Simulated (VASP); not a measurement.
# AlCo (P4/mmm) in VASP: single point with PBEsol

Aim: the single point of AlCo with PBEsol.

All numbers are computed with VASP 6.6.1; they aren't measurements. Logs are shortened: lines on timing, memory, paths and dates and some standing lists are left out, and cuts for length are marked.

**1. The cell of the first run**

It takes space group P4/mmm (No. 123, tetragonal). Conventional cell: a = 2.964 Å, b = 2.964 Å, c = 2.681 Å, α = 90.00°, β = 90.00°, γ = 90.00°. Within 3.3 Å of Al (site symmetry 4/mmm) lie 8 Co at 2.49 Å and 6 Al at 2.68 to 2.96 Å. Co (site symmetry 4/mmm) has 8 Al at 2.49 Å and 6 Co at 2.68 to 2.96 Å within 3.3 Å.

**2. Single point, PBEsol (strain +0.050 along x and y, -0.050 along z)**

File INCAR:

```
PREC = Accurate
ENCUT = 520
EDIFF = 1E-7
ISMEAR = 0
SIGMA = 0.15
LREAL = False
LASPH = True
NELM = 100
ALGO = Fast
ISIF = 2
LWAVE = False
LCHARG = False
GGA = PS
NBANDS = 13
```

File KPOINTS:

```
regular mesh
0
Gamma
  22 22 22
```

File POSCAR:

```
AlCo
1.0
    2.9637148128      0.0000000000      0.0000000000
    0.0000000000      2.9637148128      0.0000000000
    0.0000000000      0.0000000000      2.6814562592
Al Co
1 1
Direct
    0.0000000000      0.0000000000      0.0000000000
    0.5000000000      0.5000000000      0.5000000000
```

Potentials or basis: VASP PAW PBE potentials, release 64 (Al, Co).

Command:

```bash
$ cat potpaw_PBE.64/Al/POTCAR potpaw_PBE.64/Co/POTCAR > POTCAR
$ mpirun -np 1 vasp_std > vasp.out
```

OUTCAR:

```text
PREC = Accurate
   ENCUT = 520
   EDIFF = 1E-7
   ISMEAR = 0
   LREAL = False
   LASPH = True
   NELM = 100
   ISIF = 2
   GGA = PS

 ion  position               nearest neighbor table
   1  0.000  0.000  0.000-   2 2.49   2 2.49   2 2.49   2 2.49   2 2.49   2 2.49   2 2.49   2 2.49

   2  0.500  0.500  0.500-   1 2.49   1 2.49   1 2.49   1 2.49   1 2.49   1 2.49   1 2.49   1 2.49

  LATTYP: Found a simple tetragonal cell.
 ALAT       =     2.9637148128
 C/A-ratio  =     0.9047619048

  Lattice vectors:

 A1 = (   2.9637148128,   0.0000000000,   0.0000000000)
 A2 = (   0.0000000000,   2.9637148128,   0.0000000000)
 A3 = (   0.0000000000,   0.0000000000,   2.6814562592)

Analysis of symmetry for initial positions (statically):
=====================================================================
 Subroutine PRICEL returns:
 Original cell was already a primitive cell.

 Routine SETGRP: Setting up the symmetry group for a
 simple tetragonal supercell.

 Subroutine GETGRP returns: Found 16 space group operations
 (whereof 16 operations were pure point group operations)
 out of a pool of 16 trial point group operations.

The static configuration has the point symmetry D_4h.

Analysis of symmetry for dynamics (positions and initial velocities):
=====================================================================
 Subroutine PRICEL returns:
 Original cell was already a primitive cell.

 Routine SETGRP: Setting up the symmetry group for a
 simple tetragonal supercell.

 Subroutine GETGRP returns: Found 16 space group operations
 (whereof 16 operations were pure point group operations)
 out of a pool of 16 trial point group operations.

The dynamic configuration has the point symmetry D_4h.

 Subroutine INISYM returns: Found 16 space group operations
 (whereof 16 operations are pure point group operations),
 and found     1 'primitive' translations

----------------------------------------------------------------------------------------

                                     Primitive cell

  volume of cell :      23.5529

  direct lattice vectors                    reciprocal lattice vectors
     2.963714813  0.000000000  0.000000000     0.337414381  0.000000000  0.000000000
     0.000000000  2.963714813  0.000000000     0.000000000  0.337414381  0.000000000
     0.000000000  0.000000000  2.681456259     0.000000000  0.000000000  0.372931685

  length of vectors
     2.963714813  2.963714813  2.681456259     0.337414381  0.337414381  0.372931685

  position of ions in fractional coordinates (direct lattice)
     0.000000000  0.000000000  0.000000000
     0.500000000  0.500000000  0.500000000

  ion indices of the primitive-cell ions
   primitive index   ion index
                 1           1
                 2           2

----------------------------------------------------------------------------------------

 KPOINTS: regular mesh

Automatic generation of k-mesh.
 Grid dimensions read from file:
 generate k-points for:   22   22   22

 Generating k-lattice:

  Cartesian coordinates                     Fractional coordinates (reciprocal lattice)
     0.015337017  0.000000000  0.000000000     0.045454545  0.000000000  0.000000000
     0.000000000  0.015337017  0.000000000     0.000000000  0.045454545  0.000000000
     0.000000000  0.000000000  0.016951440     0.000000000  0.000000000  0.045454545

  Length of vectors
     0.015337017  0.015337017  0.016951440

  Shift w.r.t. Gamma in fractional coordinates (k-lattice)
     0.000000000  0.000000000  0.000000000

 Subroutine IBZKPT returns following result:
 ===========================================

 Found    936 irreducible k-points:

 Following reciprocal coordinates:
            Coordinates               Weight
  0.000000  0.000000  0.000000      1.000000
  0.045455  0.000000  0.000000      4.000000
  0.090909  0.000000  0.000000      4.000000
  0.136364  0.000000  0.000000      4.000000
  0.181818  0.000000  0.000000      4.000000
  0.227273  0.000000  0.000000      4.000000
[... 16 lines left out ...]
  0.500000  0.045455  0.000000      4.000000
  0.090909  0.090909  0.000000      4.000000
 [... further k-points ...]
   k-points           NKPTS =    936   k-points in BZ     NKDIM =    936   number of bands    NBANDS=     13
   number of dos      NEDOS =    301   number of ions     NIONS =      2
   total plane-waves  NPLWV =  11520
   dimension x,y,z NGX =    24 NGY =   24 NGZ =   20
   dimension x,y,z NGXF=    48 NGYF=   48 NGZF=   40
   ions per type =               1   1
   NGX,Y,Z   is equivalent  to a cutoff of  13.46, 13.46, 12.40 a.u.
   NGXF,Y,Z  is equivalent  to a cutoff of  26.93, 26.93, 24.80 a.u.
 SYSTEM =  unknown system
   PREC   = accura    normal or accurate (medium, high low for compatibility)
   ISTART =      0    job   : 0-new  1-cont  2-samecut
   ICHARG =      2    charge: 1-file 2-atom 10-const
   ISPIN  =      1    spin polarized calculation?
   LNONCOLLINEAR =      F non collinear calculations
   LSORBIT =      F    spin-orbit coupling
   LASPH  =      T    aspherical Exc in radial PAW
   ENCUT  =  520.0 eV  38.22 Ry    6.18 a.u.   5.51  5.51  4.99*2*pi/ulx,y,z
   NELM   =    100;   NELMIN=  2; NELMDL= -5     # of ELM steps
   EDIFF  = 0.1E-06   stopping-criterion for ELM
   LREAL  =      F    real-space projection
   EDIFFG = 0.1E-05   stopping-criterion for IOM
   NSW    =      0    number of steps for IOM
   IBRION =     -1    ionic relax: 0-MD 1-quasi-New 2-CG
   NFREE  =      0    steps in history (QN), initial steepest desc. (CG)
   ISIF   =      2    stress and relaxation
   ISYM   =      2    0-nonsym 1-usesym 2-fastsym
   POTIM  = 0.5000    time-step for ionic-motion
   TEBEG  =    0.0;   TEEND  =   0.0 temperature during run
   PSTRESS=    0.0 pullay stress
   NELECT =      12.0000    total number of electrons
   NUPDOWN=      -1.0000    fix difference up-down
   EMIN   =  10.00;   EMAX   =-10.00  energy-range for DOS
   EFERMI =   0.00;   METHOD = LEGACY
   ISMEAR =     0;   SIGMA  =   0.15  broadening in eV -4-tet -1-fermi 0-gaus
   EFERMI_NEDOS =   21; number of points for ismear=-14 and -15
   IALGO  =     68    algorithm
   IMIX   =      4    mixing-type and parameters
     AMIX     =   0.40;   BMIX     =  1.00
     AMIX_MAG =   1.60;   BMIX_MAG =  1.00
  volume/ion in A,a.u.               =      11.78        79.47
  Fermi-wavevector in a.u.,A,eV,Ry     =   1.307537  2.470887 23.261250  1.709654
  Thomas-Fermi vector in A             =   2.438265
   LORBIT       =      0    0 simple, 1 ext, 2 COOP (PROOUT), +10 PAW based schemes
   GGA     = PS    functional components
   LHFCALC =     F    Hartree Fock is set to
   AEXX    =    0.0000 exact exchange contribution
   IVDW    =     0    specifies the selected vdW correction
   LEPSILON=     F    determine dielectric tensor
   LRPA    =     F    only Hartree local field effects (RPA)
 non-spin polarized calculation
 RMM-DIIS sequential band-by-band and
 Gauss-broadening in eV      SIGMA  =   0.15
  energy-cutoff  :      520.00
  volume of cell :       23.55
 maximum number of plane-waves:       650
 NGX is ok and might be reduce to    24
   NGX = 11   NGY = 11   NGZ =  9

 number of electron      11.9999996 magnetization

 Free energy of the ion-electron system (eV)
  ---------------------------------------------------
  ext. energy  EPLUGINS =         0.00000000
  ---------------------------------------------------
  free energy    TOTEN  =       -12.96565013 eV

  energy without entropy =      -12.95074345  energy(sigma->0) =      -12.95819679

 E-fermi :  10.0939     XC(G=0): -12.2979

 val. band max:       10.0929118052   @ k =   0.4545   0.2727   0.0000
 cond. band min:      10.0938826812   @ k =   0.5000   0.0455   0.0000
 fundamental gap:      0.0009708760
 Fermi energy:        10.0938587942

 k-point     1 :       0.0000    0.0000    0.0000
  band No.  band energies     occupation
      1      -0.7449      2.00000
      2       7.2364      2.00000
      3       7.3858      2.00000
      4       9.1850      2.00000
      5       9.6081      2.00000
      6       9.6081      2.00000
      7      14.9209      0.00000
      8      14.9209      0.00000
      9      18.5158      0.00000
     10      18.6661      0.00000
     11      18.8254      0.00000
     12      25.4703      0.00000
     13      30.1303      0.00000

 k-point     2 :       0.0455    0.0000    0.0000
  band No.  band energies     occupation
      1      -0.7087      2.00000
      2       7.2328      2.00000
      3       7.3894      2.00000
      4       9.1624      2.00000
      5       9.5954      2.00000
      6       9.6097      2.00000
      7      14.5919      0.00000
      8      14.9767      0.00000
      9      18.6365      0.00000
     10      18.7113      0.00000
     11      19.0476      0.00000
     12      25.5403      0.00000
     13      29.5686      0.00000

 k-point     3 :       0.0909    0.0000    0.0000
  band No.  band energies     occupation
      1      -0.6002      2.00000
      2       7.2132      2.00000
      3       7.4043      2.00000
      4       9.0982      2.00000
      5       9.5587      2.00000
      6       9.6143      1.99999
      7      13.8503      0.00000
      8      15.1404      0.00000
      9      18.6645      0.00000
     10      18.8455      0.00000
     11      19.7969      0.00000
     12      25.7586      0.00000
     13      28.5455      0.00000
[... 305 lines left out ...]
 k-point    23 :       0.5000    0.0455    0.0000
  band No.  band energies     occupation
      1       3.1309      2.00000
      2       3.5960      2.00000
      3       7.8343      2.00000
      4       8.2901      2.00000
      5       9.0482      2.00000
      6       9.6747      1.99992
      7      10.0939      0.99982
      8      18.0054      0.00000
      9      19.1903      0.00000
     10      20.7256      0.00000
     11      23.0463      0.00000
     12      23.4736      0.00000
     13      25.3326      0.00000

 k-point    24 :       0.0909    0.0909    0.0000
  band No.  band energies     occupation
      1      -0.4563      2.00000
      2       7.2160      2.00000
      3       7.4049      2.00000
      4       9.0010      2.00000
      5       9.5574      2.00000
      6       9.5731      2.00000
      7      13.9180      0.00000
      8      14.1667      0.00000
      9      19.0236      0.00000
     10      19.6540      0.00000
     11      19.9792      0.00000
     12      26.0154      0.00000
     13      27.1455      0.00000

 [... further k-points ...]
[... 5 lines left out ...]
  --------------------------------------------------------------------------------------
  -------------------------------------------------------------------------------------
  Total       -1.9744659     -1.9744659      1.0130138      0.0000000      0.0000000      0.0000000
  in kB     -134.3125766   -134.3125766     68.9100232      0.0000000      0.0000000      0.0000000
  external PRESSURE =     -66.5717100 kB  Pullay stress =       0.0000000 kB

 VOLUME and BASIS-vectors are now :
 -----------------------------------------------------------------------------
  energy-cutoff  :      520.00
  volume of cell :       23.55
      direct lattice vectors                 reciprocal lattice vectors
     2.963714813  0.000000000  0.000000000     0.337414381  0.000000000  0.000000000
     0.000000000  2.963714813  0.000000000     0.000000000  0.337414381  0.000000000
     0.000000000  0.000000000  2.681456259     0.000000000  0.000000000  0.372931685

 POSITION                                       TOTAL-FORCE (eV/Angst)
 -----------------------------------------------------------------------------------
      0.00000      0.00000      0.00000         0.000000      0.000000      0.000000
      1.48186      1.48186      1.34073         0.000000      0.000000      0.000000
 -----------------------------------------------------------------------------------
    total drift:                                0.000000     -0.000000     -0.000000

  FREE ENERGIE OF THE ION-ELECTRON SYSTEM (eV)
  ---------------------------------------------------
  free  energy   TOTEN  =       -12.9656501336 eV

  energy  without entropy=      -12.9507434544  energy(sigma->0) =      -12.95819679
```

Run time: 4.9 min. Hardware: 1 thread of Intel Xeon 8259CL, shared host; peak memory 0.4 GiB.

Results:

- Free energy: -12.9657 eV
- Pressure: -6.7 GPa
- Band gap on the k mesh: zero (bands 6 and 7 overlap by 2.74 eV)

Stress tensor (GPa, compression positive):
```
-13.43   0.00   0.00
  0.00 -13.43   0.00
  0.00   0.00   6.89
```

Levels at points of the mesh, in eV from the Fermi level:
| k point | band 2 | band 3 | band 4 | band 5 | band 6 | band 7 | band 8 | band 9 | band 10 | band 11 |
| --- | --- | --- | --- | --- | --- | --- | --- | --- | --- | --- |
| (0.00, 0.00, 0.00) | -2.86 | -2.71 | -0.91 | -0.49 | -0.49 | 4.83 | 4.83 | 8.42 | 8.57 | 8.73 |
| (0.50, 0.00, 0.00) | -6.53 | -2.26 | -1.79 | -1.05 | -0.41 | 0.00 | 8.24 | 9.41 | 10.32 | 12.90 |
| (0.50, 0.50, 0.00) | -3.02 | -2.95 | -2.95 | -0.93 | -0.93 | -0.31 | 1.84 | 2.92 | 14.53 | 16.48 |
| (0.00, 0.00, 0.50) | -5.77 | -2.07 | -1.71 | -1.71 | -0.72 | 0.90 | 8.59 | 9.75 | 9.75 | 11.39 |
| (0.50, 0.00, 0.50) | -2.78 | -2.56 | -1.94 | -1.52 | -1.43 | -0.06 | 2.92 | 3.82 | 11.96 | 14.58 |
| (0.50, 0.50, 0.50) | -3.67 | -3.67 | -0.24 | 0.11 | 2.43 | 2.43 | 2.77 | 4.15 | 4.64 | 5.78 |

Caveat: the cell differs from its parent crystal (strain +0.050 along x and y, -0.050 along z); the cell stands under tension; the PAW data sets were made with another functional, which shifts forces and pressure a little; the run has no spin polarisation, though such a crystal can be magnetic.
